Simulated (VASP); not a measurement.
Input of a VASP 6.6.1 run:

POSCAR

```
Cd
1.0
    0.0000000000      3.2536070560      3.2536070560
    3.2536070560      0.0000000000      3.2536070560
    3.2536070560      3.2536070560      0.0000000000
Cd
2
Direct
    0.1250000000      0.1250000000      0.1250000000
    0.8750000000      0.8750000000      0.8750000000
```

Contents of INCAR.step1:

```
SYSTEM = Cd
  PREC = Accurate
  ENCUT = 520
  ISMEAR = -1
  SIGMA = 0.1
  LREAL = .False.
  LASPH = .True.
  NELM = 100
  NBANDS = 19
  GGA = PE
  ALGO = Normal
  EDIFF = 1E-4
  LWAVE = .True.
  LCHARG = .False.
```

Contents of INCAR.step2:

```
SYSTEM = Cd
  PREC = Accurate
  ENCUT = 520
  EDIFF = 1E-6
  ISMEAR = -1
  SIGMA = 0.1
  LREAL = .False.
  LASPH = .True.
  NELM = 100
  ALGO = Normal
  ISIF = 2
  LWAVE = .False.
  LCHARG = .False.
  METAGGA = R2SCAN
  LMIXTAU = .True.
  NBANDS = 19
  ISTART = 1
```

Contents of KPOINTS:

```
regular mesh
0
Gamma
  4 4 4
  0 0 0
```

Potentials or basis: VASP PAW PBE potentials, release 64 (Cd).

Run with:

```bash
$ cat potpaw_PBE.64/Cd/POTCAR > POTCAR
$ cp INCAR.step1 INCAR
$ mpirun -np 1 vasp_std > vasp.out
$ cp INCAR.step2 INCAR
$ mpirun -np 1 vasp_std > vasp.out
```

**Question.** What does it give for the pressure?

**Answer.** 0.1 GPa.

**Question.** Predict the band gap on the k mesh.

**Answer.** Zero (band 12 reaches 5.08 eV, above the bottom of band 13 at 0.33 eV).

Caveat: the k points lie up to 0.42 Å⁻¹ apart; the PAW data sets were made with another functional, which shifts forces and pressure a little.
